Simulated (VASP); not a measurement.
A run of VASP 6.6.1:

INCAR

```
ALGO = Normal
EDIFF = 1E-6
ENCUT = 520
GGA = PE
ISIF = 2
ISMEAR = 0
LASPH = T
LCHARG = T
LELF = T
LREAL = F
LVHAR = T
LWAVE = F
NBANDS = 14
NELM = 100
PREC = Accurate
SIGMA = 0.15
```

Contents of KPOINTS:

```
k-points
0
Gamma
  20 20 20
```

File POSCAR:

```
HfN
1.0
    0.0000000000      2.0698320789      2.6907817025
    2.0698320789      0.0000000000      2.6907817025
    2.0698320789      2.0698320789      0.0000000000
Hf N
1 1
Direct
    0.0000000000      0.0000000000      0.0000000000
    0.5000000000      0.5000000000      0.5000000000
```

Potentials or basis: VASP PAW PBE potentials, release 64 (Hf_pv, N).

Command:

```console
$ cat potpaw_PBE.64/Hf_pv/POTCAR potpaw_PBE.64/N/POTCAR > POTCAR
$ mpirun -np 1 vasp_std > vasp.out
```

Hardware: 1 thread of AMD EPYC 7R13 (shared host).

Task: Estimate the wall time of this run.

Result: Run time: 6.1 min on 1 thread of AMD EPYC 7R13, with other jobs on the host, peak memory 0.31 GiB. Counts: scf iterations 12, k points 641.
